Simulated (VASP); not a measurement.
# SnGe7 (P1) in VASP: single point with PBE

Aim: the single point of SnGe7 with PBE.

Everything below comes from runs of VASP 6.6.1. Logs are shortened: lines on timing, memory, paths and dates and some standing lists are left out, and cuts for length are marked.

## 1. The cell of the first run

The typed cell holds 8 atoms: a = 5.885 Å, b = 5.877 Å, c = 5.880 Å, α = 89.99°, β = 90.00°, γ = 90.00°.

## 2. Single point, PBE

File INCAR:

```
ALGO = Normal
EDIFF = 1E-6
ENCUT = 520
GGA = PE
ISIF = 2
ISMEAR = 0
LASPH = T
LCHARG = F
LREAL = F
LWAVE = F
NBANDS = 66
NELM = 80
PREC = Accurate
SIGMA = 0.2
```

File KPOINTS:

```
k-points
0
Gamma
  4 4 4
```

File POSCAR:

```
SnGe7
1.0
    5.8850475839     -0.0000016790      0.0000396434
   -0.0000451027      5.8766145312      0.0003412762
    0.0000418846      0.0002907285      5.8804992985
Sn Ge
1 7
Direct
    0.0000829370      0.0000482990     -0.0000356589
    0.2582789188      0.2583125357      0.2583369630
   -0.0000625569      0.4999835225      0.4999741461
    0.4999826968      0.5000236115      1.0000376107
    0.5000546560     -0.0000261170      0.5000472174
    0.7416708553      0.2583214722      0.7417196463
    0.7417142887      0.7417234567      0.2582734758
    0.2582782045      0.7416132193      0.7416465995
```

Potentials or basis: VASP PAW PBE potentials, release 64 (Sn_d, Ge_d).

The run is started by

```console
$ cat potpaw_PBE.64/Sn_d/POTCAR potpaw_PBE.64/Ge_d/POTCAR > POTCAR
$ mpirun -np 1 vasp_std > vasp.out
```

OUTCAR:

```text
EDIFF = 1E-6
   ENCUT = 520
   GGA = PE
   ISIF = 2
   ISMEAR = 0
   LASPH = T
   LREAL = F
   NELM = 80
   PREC = Accurate

 ion  position               nearest neighbor table
   1  0.000  0.000  1.000-   2 2.63   6 2.63   7 2.63   8 2.63
   2  0.258  0.258  0.258-   4 2.52   3 2.52   5 2.52   1 2.63
   3  1.000  0.500  0.500-   7 2.52   6 2.52   8 2.52   2 2.52
   4  0.500  0.500  0.000-   8 2.52   2 2.52   7 2.52   6 2.52
   5  0.500  1.000  0.500-   6 2.52   7 2.52   8 2.52   2 2.52
   6  0.742  0.258  0.742-   5 2.52   3 2.52   4 2.52   1 2.63
   7  0.742  0.742  0.258-   3 2.52   5 2.52   4 2.52   1 2.63
   8  0.258  0.742  0.742-   4 2.52   5 2.52   3 2.52   1 2.63

  LATTYP: Found a simple monoclinic cell.
 ALAT       =     5.8766145413
 B/A-ratio  =     1.0014350172
 C/A-ratio  =     1.4147571222
 COS(beta)  =    -0.7069111499

  Lattice vectors:

 A1 = (  -0.0000451027,   5.8766145312,   0.0003412762)
 A2 = (   5.8850475839,  -0.0000016790,   0.0000396434)
 A3 = (   0.0000032181,  -5.8769052597,  -5.8808405747)

Analysis of symmetry for initial positions (statically):
=====================================================================
 Subroutine PRICEL returns:
 Original cell was already a primitive cell.

 Routine SETGRP: Setting up the symmetry group for a
 simple monoclinic supercell.

 Subroutine GETGRP returns: Found  1 space group operations
 (whereof  1 operations were pure point group operations)
 out of a pool of  4 trial point group operations.

The static configuration has the point symmetry C_1 .

Analysis of symmetry for dynamics (positions and initial velocities):
=====================================================================
 Subroutine PRICEL returns:
 Original cell was already a primitive cell.

 Routine SETGRP: Setting up the symmetry group for a
 simple monoclinic supercell.

 Subroutine GETGRP returns: Found  1 space group operations
 (whereof  1 operations were pure point group operations)
 out of a pool of  4 trial point group operations.

The dynamic configuration has the point symmetry C_1 .

 Subroutine INISYM returns: Found  1 space group operations
 (whereof  1 operations are pure point group operations),
 and found     1 'primitive' translations

----------------------------------------------------------------------------------------

                                     Primitive cell

  volume of cell :     203.3721

  direct lattice vectors                    reciprocal lattice vectors
     5.885047584 -0.000001679  0.000039643     0.169922160  0.000001304 -0.000001210
    -0.000045103  5.876614531  0.000341276     0.000000049  0.170166002 -0.000008413
     0.000041885  0.000290728  5.880499299    -0.000001146 -0.000009876  0.170053588

  length of vectors
     5.885047584  5.876614541  5.880499306     0.169922161  0.170166003  0.170053588

  position of ions in fractional coordinates (direct lattice)
     0.000082937  0.000048299  0.999964341
     0.258278919  0.258312536  0.258336963
     0.999937443  0.499983523  0.499974146
     0.499982697  0.500023611  0.000037611
     0.500054656  0.999973883  0.500047217
     0.741670855  0.258321472  0.741719646
     0.741714289  0.741723457  0.258273476
     0.258278205  0.741613219  0.741646600

  ion indices of the primitive-cell ions
   primitive index   ion index
                 1           1
                 2           2
                 3           3
                 4           4
                 5           5
                 6           6
                 7           7
                 8           8

----------------------------------------------------------------------------------------

 KPOINTS: k-points

Automatic generation of k-mesh.
 Grid dimensions read from file:
 generate k-points for:    4    4    4

 Generating k-lattice:

  Cartesian coordinates                     Fractional coordinates (reciprocal lattice)
     0.042480540  0.000000326 -0.000000303     0.250000000  0.000000000  0.000000000
     0.000000012  0.042541501 -0.000002103    -0.000000000  0.250000000  0.000000000
    -0.000000286 -0.000002469  0.042513397    -0.000000000 -0.000000000  0.250000000

  Length of vectors
     0.042480540  0.042541501  0.042513397

  Shift w.r.t. Gamma in fractional coordinates (k-lattice)
     0.000000000  0.000000000  0.000000000

 Subroutine IBZKPT returns following result:
 ===========================================

 Found     36 irreducible k-points:

 Following reciprocal coordinates:
            Coordinates               Weight
  0.000000  0.000000  0.000000      1.000000
  0.250000 -0.000000 -0.000000      2.000000
  0.500000 -0.000000 -0.000000      1.000000
 -0.000000  0.250000 -0.000000      2.000000
  0.250000  0.250000 -0.000000      2.000000
  0.250000 -0.250000  0.000000      2.000000
[... 16 lines left out ...]
  0.000000 -0.250000  0.250000      2.000000
  0.250000 -0.250000  0.250000      2.000000
 [... further k-points ...]
   k-points           NKPTS =     36   k-points in BZ     NKDIM =     36   number of bands    NBANDS=     66
   number of dos      NEDOS =    301   number of ions     NIONS =      8
   total plane-waves  NPLWV = 110592
   dimension x,y,z NGX =    48 NGY =   48 NGZ =   48
   dimension x,y,z NGXF=    96 NGYF=   96 NGZF=   96
   ions per type =               1   7
   NGX,Y,Z   is equivalent  to a cutoff of  13.56, 13.58, 13.57 a.u.
   NGXF,Y,Z  is equivalent  to a cutoff of  27.12, 27.16, 27.14 a.u.
 SYSTEM =  unknown system
   PREC   = accura    normal or accurate (medium, high low for compatibility)
   ISTART =      0    job   : 0-new  1-cont  2-samecut
   ICHARG =      2    charge: 1-file 2-atom 10-const
   ISPIN  =      1    spin polarized calculation?
   LNONCOLLINEAR =      F non collinear calculations
   LSORBIT =      F    spin-orbit coupling
   LASPH  =      T    aspherical Exc in radial PAW
   ENCUT  =  520.0 eV  38.22 Ry    6.18 a.u.  10.94 10.93 10.93*2*pi/ulx,y,z
   NELM   =     80;   NELMIN=  2; NELMDL= -5     # of ELM steps
   EDIFF  = 0.1E-05   stopping-criterion for ELM
   LREAL  =      F    real-space projection
   EDIFFG = 0.1E-04   stopping-criterion for IOM
   NSW    =      0    number of steps for IOM
   IBRION =     -1    ionic relax: 0-MD 1-quasi-New 2-CG
   NFREE  =      0    steps in history (QN), initial steepest desc. (CG)
   ISIF   =      2    stress and relaxation
   ISYM   =      2    0-nonsym 1-usesym 2-fastsym
   POTIM  = 0.5000    time-step for ionic-motion
   TEBEG  =    0.0;   TEEND  =   0.0 temperature during run
   PSTRESS=    0.0 pullay stress
   NELECT =     112.0000    total number of electrons
   NUPDOWN=      -1.0000    fix difference up-down
   EMIN   =  10.00;   EMAX   =-10.00  energy-range for DOS
   EFERMI =   0.00;   METHOD = LEGACY
   ISMEAR =     0;   SIGMA  =   0.20  broadening in eV -4-tet -1-fermi 0-gaus
   EFERMI_NEDOS =   21; number of points for ismear=-14 and -15
   IALGO  =     38    algorithm
   IMIX   =      4    mixing-type and parameters
     AMIX     =   0.40;   BMIX     =  1.00
     AMIX_MAG =   1.60;   BMIX_MAG =  1.00
  volume/ion in A,a.u.               =      25.42       171.55
  Fermi-wavevector in a.u.,A,eV,Ry     =   1.341890  2.535805 24.499600  1.800670
  Thomas-Fermi vector in A             =   2.470088
   LORBIT       =      0    0 simple, 1 ext, 2 COOP (PROOUT), +10 PAW based schemes
   GGA     = PE    functional components
   LHFCALC =     F    Hartree Fock is set to
   AEXX    =    0.0000 exact exchange contribution
   IVDW    =     0    specifies the selected vdW correction
   LEPSILON=     F    determine dielectric tensor
   LRPA    =     F    only Hartree local field effects (RPA)
 non-spin polarized calculation
 Gauss-broadening in eV      SIGMA  =   0.20
  energy-cutoff  :      520.00
  volume of cell :      203.37
 maximum number of plane-waves:      5520
 NGX is ok and might be reduce to    48
   NGX = 21   NGY = 21   NGZ = 21

 number of electron     112.0000050 magnetization

 Free energy of the ion-electron system (eV)
  ---------------------------------------------------
  ext. energy  EPLUGINS =         0.00000000
  ---------------------------------------------------
  free energy    TOTEN  =       -35.20937575 eV

  energy without entropy =      -35.19504444  energy(sigma->0) =      -35.20221009

 E-fermi :   4.4769     XC(G=0):  -9.5030

 val. band max:        4.3575566380   @ k =   0.5000   0.5000   0.5000
 cond. band min:       4.6180193037   @ k =   0.0000   0.0000   0.0000
 fundamental gap:      0.2604626657
 Fermi energy:         4.4768689741

 k-point     1 :       0.0000    0.0000    0.0000
  band No.  band energies     occupation
      1     -20.2055      2.00000
      2     -20.2054      2.00000
      3     -20.2052      2.00000
      4     -20.1837      2.00000
      5     -20.1834      2.00000
      6     -20.1833      2.00000
[... 58 lines left out ...]
     65       7.0947      0.00000
     66       7.0983      0.00000

 k-point     2 :       0.2500   -0.0000   -0.0000
  band No.  band energies     occupation
      1     -20.2087      2.00000
      2     -20.2064      2.00000
      3     -20.2062      2.00000
      4     -20.1900      2.00000
      5     -20.1862      2.00000
      6     -20.1859      2.00000
[... 58 lines left out ...]
     65       8.1671      0.00000
     66       8.1728      0.00000

 k-point     3 :       0.5000   -0.0000   -0.0000
  band No.  band energies     occupation
      1     -20.2117      2.00000
      2     -20.2073      2.00000
      3     -20.2073      2.00000
      4     -20.1950      2.00000
      5     -20.1878      2.00000
      6     -20.1877      2.00000
[... 1438 lines left out ...]
     65       8.3826      0.00000
     66       9.0722      0.00000

 k-point    24 :       0.2500   -0.2500    0.2500
  band No.  band energies     occupation
      1     -20.2091      2.00000
      2     -20.2090      2.00000
      3     -20.2009      2.00000
      4     -20.1898      2.00000
      5     -20.1895      2.00000
      6     -20.1894      2.00000
[... 58 lines left out ...]
     65       8.4677      0.00000
     66       9.6091      0.00000

 [... further k-points ...]
[... 5 lines left out ...]
  --------------------------------------------------------------------------------------
  -------------------------------------------------------------------------------------
  Total        0.0503398      0.1497077      0.1032307      0.0023878     -0.0031382      0.0021397
  in kB        0.3965796      1.1794061      0.8132571      0.0188110     -0.0247230      0.0168564
  external PRESSURE =       0.7964143 kB  Pullay stress =       0.0000000 kB

 VOLUME and BASIS-vectors are now :
 -----------------------------------------------------------------------------
  energy-cutoff  :      520.00
  volume of cell :      203.37
      direct lattice vectors                 reciprocal lattice vectors
     5.885047584 -0.000001679  0.000039643     0.169922160  0.000001304 -0.000001210
    -0.000045103  5.876614531  0.000341276     0.000000049  0.170166002 -0.000008413
     0.000041885  0.000290728  5.880499299    -0.000001146 -0.000009876  0.170053588

 POSITION                                       TOTAL-FORCE (eV/Angst)
 -----------------------------------------------------------------------------------
      0.00053      0.00057      5.88029        -0.001123     -0.002479     -0.000416
      1.51998      1.51808      1.51925         0.003140     -0.000682      0.001854
      5.88468      2.93835      2.94031         0.000852      0.000026      0.000026
      2.94240      2.93845      0.00041         0.000176     -0.000837     -0.000523
      2.94282      5.87661      2.94089        -0.002495      0.000577     -0.001919
      4.36479      1.51827      4.36180        -0.000819      0.000187      0.000666
      4.36500      4.35890      1.51906        -0.000432      0.001173     -0.000355
      1.51998      4.35839      4.36152         0.000700      0.002036      0.000667
 -----------------------------------------------------------------------------------
    total drift:                                0.000059     -0.000016     -0.000006

  FREE ENERGIE OF THE ION-ELECTRON SYSTEM (eV)
  ---------------------------------------------------
  free  energy   TOTEN  =       -35.2093757455 eV

  energy  without entropy=      -35.1950444411  energy(sigma->0) =      -35.20221009
```

It took 10 min on 1 thread of AMD EPYC 7R43 (Zen 3), shared host; peak memory 0.51 GiB.

Results:

```
Free energy            : -35.2094 eV
Pressure               : 0.1 GPa
Largest force          : 0.004 eV/Å
Band gap on the k mesh : zero (bands 56 and 57 overlap by 0.27 eV)
```

Forces in eV/Å, atoms in the order of the input:
```
Sn  -0.001 -0.002  0.000
Ge   0.003 -0.001  0.002
Ge   0.001  0.000  0.000
Ge   0.000 -0.001 -0.001
Ge  -0.002  0.001 -0.002
Ge  -0.001  0.000  0.001
Ge   0.000  0.001  0.000
Ge   0.001  0.002  0.001
```

Levels at points of the mesh, in eV from the Fermi level:
```csv
k point,band 52,band 53,band 54,band 55,band 56,band 57,band 58,band 59,band 60,band 61
"(0.00, 0.00, 0.00)",-2.63,-2.62,-0.69,0.14,0.15,0.15,0.86,0.87,0.87,1.01
"(0.50, 0.00, 0.00)",-3.36,-1.89,-1.89,-1.52,-1.51,1.11,1.19,2.39,2.77,3.96
"(0.00, 0.50, 0.00)",-3.36,-1.90,-1.90,-1.52,-1.52,1.10,1.18,2.39,2.77,3.97
"(0.50, 0.50, 0.00)",-3.33,-1.56,-1.31,-1.06,-1.06,1.60,1.60,2.04,2.19,4.51
"(0.00, 0.00, 0.50)",-3.36,-1.90,-1.90,-1.52,-1.52,1.10,1.18,2.39,2.77,3.97
"(0.50, 0.00, 0.50)",-3.33,-1.56,-1.31,-1.06,-1.06,1.60,1.60,2.04,2.19,4.51
"(0.00, 0.50, 0.50)",-3.34,-1.55,-1.30,-1.05,-1.05,1.61,1.61,2.05,2.20,4.51
"(0.50, 0.50, 0.50)",-1.27,-1.26,-0.87,-0.86,-0.86,-0.12,-0.12,-0.12,0.62,3.59
```

Caveat: semilocal functionals underestimate gaps, so a narrow gap can read as zero; spin-orbit coupling is left out, which moves the levels of the heavy elements.
